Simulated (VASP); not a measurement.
Write the native input for VASP 6.6.1 that does the following.

- Task: single point
- Functional: LDA
- Potentials or basis: VASP PAW LDA potentials, release 64 (Mg, S)
- Cutoff: 520 eV
- k mesh: 8 × 8 × 8
- Occupations: gaussian, width 0.05 eV
- Spin: no spin polarisation
- Dipole correction: no
- Further INCAR settings: ALGO = Normal; EDIFF = 1e-07; NBANDS = 11

The structure of MgS lies in POSCAR:

```
MgS
1.0
    0.0000000000      2.6016500000      2.6016500000
    2.6016500000      0.0000000000      2.6016500000
    2.6016500000      2.6016500000      0.0000000000
Mg S
1 1
Direct
    0.0000000000      0.0000000000      0.0000000000
    0.4663674975      0.4663674975      0.5336325025
```

This cell differs from its parent crystal: all S atoms moved +0.175 Å, as atom 2 towards its neighbour atom 1 (Mg) at 2.602 Å.

The input as run:

INCAR

```
SYSTEM = MgS
  PREC = Accurate
  ENCUT = 520
  EDIFF = 1E-7
  ISMEAR = 0
  SIGMA = 0.05
  LREAL = .FALSE.
  LASPH = .TRUE.
  NELM = 100
  ALGO = Normal
  ISIF = 2
  LWAVE = .FALSE.
  LCHARG = .TRUE.
  GGA = CA
  LELF = .TRUE.
  LVHAR = .TRUE.
  NBANDS = 11
```

KPOINTS

```
regular mesh
0
G
  8 8 8
  0 0 0
```

Potentials or basis: VASP PAW LDA potentials, release 64 (Mg, S).

Run with:

```console
$ cat potpaw_LDA.64/Mg/POTCAR potpaw_LDA.64/S/POTCAR > POTCAR
$ mpirun -np 1 vasp_std > vasp.out
```

It gave:

```json
{
 "Pressure": "-2.8 GPa",
 "Largest force": "0.529 eV/Å",
 "Band gap on the k mesh": "2.57 eV, indirect (least direct gap 3.48 eV)"
}
```

Caveat: the cell differs from its parent crystal (all S atoms moved +0.175 Å, as atom 2 towards its neighbour atom 1 (Mg) at 2.602 Å).

It took 11 s on 1 thread of AMD EPYC 9R45 96-Core Processor (Zen 5), on a shared host, peak memory 0.12 GiB.
